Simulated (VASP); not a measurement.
Runs of VASP 6.6.1 on Ru. The structure is that of space group Pmma (No. 51), or close to it. The cells are those of the table. 

```tsv
cell	k mesh	gap on the mesh (eV)	moment (μB)	largest force (eV/Å)
a = 11.100, b = 9.300, c = 2.425 Å, 2 atoms	1 × 1 × 26	none	2.76	0.03
a = 10.100, b = 9.300, c = 4.265 Å, 2 atoms	1 × 1 × 15	none	0.36	2.65
a = 11.100, b = 9.300, c = 2.512 Å, 2 atoms	1 × 1 × 26	none	(c)	(b)
a = 10.100, b = 9.300, c = 3.798 Å, 2 atoms	1 × 1 × 15	none	0.02	(a)
```

Alike in all rows: task single point; level PBEsol; potentials or basis VASP PAW PBE potentials, release 64 (Ru_pv); spin collinear, ferromagnetic start; cutoff (eV) 520; smearing gaussian 0.05 eV.

**Question.** Fill in the values left out.

**Answer.** (a) 0.32; (b) 0.80; (c) 3.24.

Caveats: the PAW data sets were made with another functional, which shifts forces and pressure a little.

A k mesh can miss the band edges, and the runs leave out spin-orbit coupling on Ru.

A gap of «none» marks levels without a gap at the run's occupations.
